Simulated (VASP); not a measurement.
# TiAl3 (lda) (Pmm2) in VASP: single point with LDA

Aim: the single point of TiAl3 (lda) with LDA.

Everything below comes from runs of VASP 6.6.1. Logs are shortened: lines on timing, memory, paths and dates and some standing lists are left out, and cuts for length are marked.

### 1 The cell of the first run

The structure is orthorhombic, space group Pmm2 (No. 25). The conventional cell has a = 2.754 Å, b = 4.631 Å, c = 4.850 Å, α = 90.00°, β = 90.00°, γ = 90.00°. Ti (site symmetry mm2) has 2 Ti at 2.75 Å and 10 Al at 2.78 to 2.82 Å within 3.6 Å. Al (site symmetry mm2) has 8 Al at 2.75 to 2.83 Å and 4 Ti at 2.78 to 2.79 Å within 3.6 Å. Al (site symmetry mm2) has 8 Al at 2.75 to 2.82 Å and 4 Ti at 2.82 Å within 3.6 Å. Al (site symmetry mm2) has 10 Al at 2.75 to 2.83 Å and 2 Ti at 2.79 Å within 3.6 Å.

### 2 Single point, LDA

Input file INCAR:

```
SYSTEM = TiAl3
ALGO = Fast
EDIFF = 1E-7
ENCUT = 520
GGA = CA
ISIF = 2
ISMEAR = 0
LASPH = .True.
LCHARG = .False.
LREAL = .False.
LWAVE = .False.
NBANDS = 18
NELM = 80
PREC = Accurate
SIGMA = 0.1
```

Input file KPOINTS:

```
k-points
0
Gamma
  14 10 10
  0 0 0
```

Input file POSCAR:

```
TiAl3
1.0
    2.7538553454      0.0000000000      0.0000000000
    0.0000000000      4.6311132660      0.0000000000
    0.0000000000      0.0000000000      4.8497709722
Ti Al
1 3
Direct
    0.0000000000      0.5000000000      0.1629437504
    0.5000000000      0.5000000000      0.6637864572
    0.5000000000      0.0000000000      0.3328560049
    0.0000000000      0.0000000000      0.8404127875
```

Potentials or basis: VASP PAW LDA potentials, release 64 (Ti_sv, Al).

On the command line:

```bash
$ cat potpaw_LDA.64/Ti_sv/POTCAR potpaw_LDA.64/Al/POTCAR > POTCAR
$ mpirun -np 1 vasp_std > vasp.out
```

OUTCAR:

```text
SYSTEM = TiAl3
   EDIFF = 1E-7
   ENCUT = 520
   GGA = CA
   ISIF = 2
   ISMEAR = 0
   LASPH = .True.
   LREAL = .False.
   NELM = 80
   PREC = Accurate

 ion  position               nearest neighbor table
   1  0.000  0.500  0.163-   2 2.78   2 2.78   2 2.79   2 2.79   4 2.79   4 2.79   3 2.82   3 2.82
                             3 2.82   3 2.82
   2  0.500  0.500  0.664-   1 2.78   1 2.78   1 2.79   1 2.79   3 2.82   3 2.82   4 2.83   4 2.83
                             4 2.83   4 2.83
   3  0.500  0.000  0.333-   4 2.76   4 2.76   1 2.82   1 2.82   1 2.82   1 2.82   2 2.82   2 2.82
                             4 2.82   4 2.82
   4  0.000  0.000  0.840-   3 2.76   3 2.76   1 2.79   1 2.79   3 2.82   3 2.82   2 2.83   2 2.83
                             2 2.83   2 2.83

  LATTYP: Found a simple orthorhombic cell.
 ALAT       =     2.7538553454
 B/A-ratio  =     1.6816835618
 C/A-ratio  =     1.7610841398

  Lattice vectors:

 A1 = (   2.7538553454,   0.0000000000,   0.0000000000)
 A2 = (   0.0000000000,   4.6311132660,   0.0000000000)
 A3 = (   0.0000000000,   0.0000000000,   4.8497709722)

Analysis of symmetry for initial positions (statically):
=====================================================================
 Subroutine PRICEL returns:
 Original cell was already a primitive cell.

 Routine SETGRP: Setting up the symmetry group for a
 simple orthorhombic supercell.

 Subroutine GETGRP returns: Found  4 space group operations
 (whereof  4 operations were pure point group operations)
 out of a pool of  8 trial point group operations.

The static configuration has the point symmetry C_2v.

Analysis of symmetry for dynamics (positions and initial velocities):
=====================================================================
 Subroutine PRICEL returns:
 Original cell was already a primitive cell.

 Routine SETGRP: Setting up the symmetry group for a
 simple orthorhombic supercell.

 Subroutine GETGRP returns: Found  4 space group operations
 (whereof  4 operations were pure point group operations)
 out of a pool of  8 trial point group operations.

The dynamic configuration has the point symmetry C_2v.

 Subroutine INISYM returns: Found  4 space group operations
 (whereof  4 operations are pure point group operations),
 and found     1 'primitive' translations

[... 98 lines left out ...]
   EDIFF  = 0.1E-06   stopping-criterion for ELM
   LREAL  =      F    real-space projection
   EDIFFG = 0.1E-05   stopping-criterion for IOM
   NSW    =      0    number of steps for IOM
   IBRION =     -1    ionic relax: 0-MD 1-quasi-New 2-CG
   NFREE  =      0    steps in history (QN), initial steepest desc. (CG)
   ISIF   =      2    stress and relaxation
   ISYM   =      2    0-nonsym 1-usesym 2-fastsym
   POTIM  = 0.5000    time-step for ionic-motion
   TEBEG  =    0.0;   TEEND  =   0.0 temperature during run
   PSTRESS=    0.0 pullay stress
   NELECT =      21.0000    total number of electrons
   NUPDOWN=      -1.0000    fix difference up-down
   EMIN   =  10.00;   EMAX   =-10.00  energy-range for DOS
   EFERMI =   0.00;   METHOD = LEGACY
   ISMEAR =     0;   SIGMA  =   0.10  broadening in eV -4-tet -1-fermi 0-gaus
   EFERMI_NEDOS =   21; number of points for ismear=-14 and -15
   IALGO  =     68    algorithm
   IMIX   =      4    mixing-type and parameters
     AMIX     =   0.40;   BMIX     =  1.00
     AMIX_MAG =   1.60;   BMIX_MAG =  1.00
  volume/ion in A,a.u.               =      15.46       104.35
  Fermi-wavevector in a.u.,A,eV,Ry     =   1.142086  2.158229 17.746890  1.304360
  Thomas-Fermi vector in A             =   2.278784
   LORBIT       =      0    0 simple, 1 ext, 2 COOP (PROOUT), +10 PAW based schemes
   GGA     = CA    functional components
   LHFCALC =     F    Hartree Fock is set to
   AEXX    =    0.0000 exact exchange contribution
   IVDW    =     0    specifies the selected vdW correction
   LEPSILON=     F    determine dielectric tensor
   LRPA    =     F    only Hartree local field effects (RPA)
 non-spin polarized calculation
 RMM-DIIS sequential band-by-band and
 Gauss-broadening in eV      SIGMA  =   0.10
  energy-cutoff  :      520.00
  volume of cell :       61.85
 maximum number of plane-waves:      1692
   NGX = 11   NGY = 17   NGZ = 19

 number of electron      21.0000006 magnetization

 Free energy of the ion-electron system (eV)
  ---------------------------------------------------
  ext. energy  EPLUGINS =         0.00000000
  ---------------------------------------------------
  free energy    TOTEN  =       -22.14151389 eV

  energy without entropy =      -22.12923812  energy(sigma->0) =      -22.13537600

 E-fermi :   8.3416     XC(G=0): -11.0287

 val. band max:        8.3383776751   @ k =   0.1429   0.5000   0.4000
 cond. band min:       8.3467466659   @ k =   0.1429   0.4000   0.5000
 fundamental gap:      0.0083689908
 Fermi energy:         8.3416118048

 k-point     1 :       0.0000    0.0000    0.0000
  band No.  band energies     occupation
      1     -47.3146      2.00000
      2     -24.0369      2.00000
      3     -24.0350      2.00000
      4     -23.5934      2.00000
      5      -2.0114      2.00000
      6       3.0802      2.00000
[... 481 lines left out ...]
      5       2.8777      2.00000
      6       3.0062      2.00000
[... 10 lines left out ...]
     17      12.6260      0.00000
     18      12.9668      0.00000

 [... further k-points ...]

------------------------ aborting loop because EDIFF is reached ----------------------------------------

  FORCE on cell =-STRESS in cart. coord.  units (eV):
  Direction    XX          YY          ZZ          XY          YZ          ZX
  --------------------------------------------------------------------------------------
  -------------------------------------------------------------------------------------
  Total        0.0412082      0.0447439      0.0509593      0.0000000      0.0000000      0.0000000
  in kB        1.0674479      1.1590350      1.3200371      0.0000000      0.0000000      0.0000000
  external PRESSURE =       1.1821733 kB  Pullay stress =       0.0000000 kB

 VOLUME and BASIS-vectors are now :
 -----------------------------------------------------------------------------
  energy-cutoff  :      520.00
  volume of cell :       61.85
      direct lattice vectors                 reciprocal lattice vectors
     2.753855345  0.000000000  0.000000000     0.363127280  0.000000000  0.000000000
     0.000000000  4.631113266  0.000000000     0.000000000  0.215930802  0.000000000
     0.000000000  0.000000000  4.849770972     0.000000000  0.000000000  0.206195304

 POSITION                                       TOTAL-FORCE (eV/Angst)
 -----------------------------------------------------------------------------------
      0.00000      2.31556      0.79024         0.000000      0.000000      0.000115
      1.37693      2.31556      3.21921         0.000000      0.000000     -0.000984
      1.37693      0.00000      1.61428         0.000000      0.000000      0.004121
      0.00000      0.00000      4.07581         0.000000      0.000000     -0.003253
 -----------------------------------------------------------------------------------
    total drift:                                0.000000      0.000000      0.000579

  FREE ENERGIE OF THE ION-ELECTRON SYSTEM (eV)
  ---------------------------------------------------
  free  energy   TOTEN  =       -22.1415138873 eV

  energy  without entropy=      -22.1292381226  energy(sigma->0) =      -22.13537600
```

OSZICAR:

```text
N       E                     dE             d eps       ncg     rms          rms(c)
DAV:   1     0.131187972751E+03    0.13119E+03   -0.95394E+03 10368   0.109E+03
DAV:   2    -0.107554181783E+02   -0.14194E+03   -0.13846E+03 10516   0.297E+02
DAV:   3    -0.231144420796E+02   -0.12359E+02   -0.12155E+02 18294   0.725E+01
[... 23 lines left out ...]
RMM:  27    -0.221415132887E+02   -0.35305E-06   -0.36348E-06 12421   0.645E-03    0.508E-03
RMM:  28    -0.221415135375E+02   -0.24888E-06   -0.25844E-06 12107   0.541E-03    0.564E-03
RMM:  29    -0.221415136951E+02   -0.15755E-06   -0.17431E-06 11180   0.460E-03    0.585E-03
RMM:  30    -0.221415138084E+02   -0.11328E-06   -0.12665E-06 10832   0.402E-03    0.600E-03
RMM:  31    -0.221415138873E+02   -0.78964E-07   -0.86589E-07 10851   0.360E-03
   1 F= -.22141514E+02 E0= -.22135376E+02  d E =-.122758E-01
```

stdout:

```text
POSCAR found type information on POSCAR TiAl
 POSCAR found :  2 types and       4 ions
 scaLAPACK will be used
 LDA part: xc-table for (Slater(with rela. corr.)+CA(PZ))
 , standard interpolation
[... 36 lines left out ...]
 num prob  num prob  num prob WARNING in EDDRMM: call to ZHEGV failed, returncode =   8  4      5
 num prob  num prob  num prob WARNING in EDDRMM: call to ZHEGV failed, returncode =   8  4     11
 num prob  num prob  num prob  num prob  num prob WARNING in EDDRMM: call to ZHEGV failed, returncode =   6  3      8
 num prob  num prob  num prob  num prob  num prob  num prob  num prob RMM:  30    -0.221415138084E+02   -0.11328E-06   -0.12665E-06 10832   0.402E-03    0.600E-03
 num prob  num prob  num prob  num prob  num prob  num prob  num prob WARNING in EDDRMM: call to ZHEGV failed, returncode =   8  4      8
 num prob  num prob  num prob  num prob  num prob  num prob RMM:  31    -0.221415138873E+02   -0.78964E-07   -0.86589E-07 10851   0.360E-03
```

Wall time 7.3 min (1 thread of AMD EPYC 7R13, shared host); peak memory 0.39 GiB.

What came out:

* Free energy: -22.1415 eV
* Pressure: 0.1 GPa
* Largest force: 0.004 eV/Å

Forces in eV/Å, atoms in the order of the input:
```
Ti   0.000  0.000  0.000
Al   0.000  0.000 -0.001
Al   0.000  0.000  0.004
Al   0.000  0.000 -0.003
```
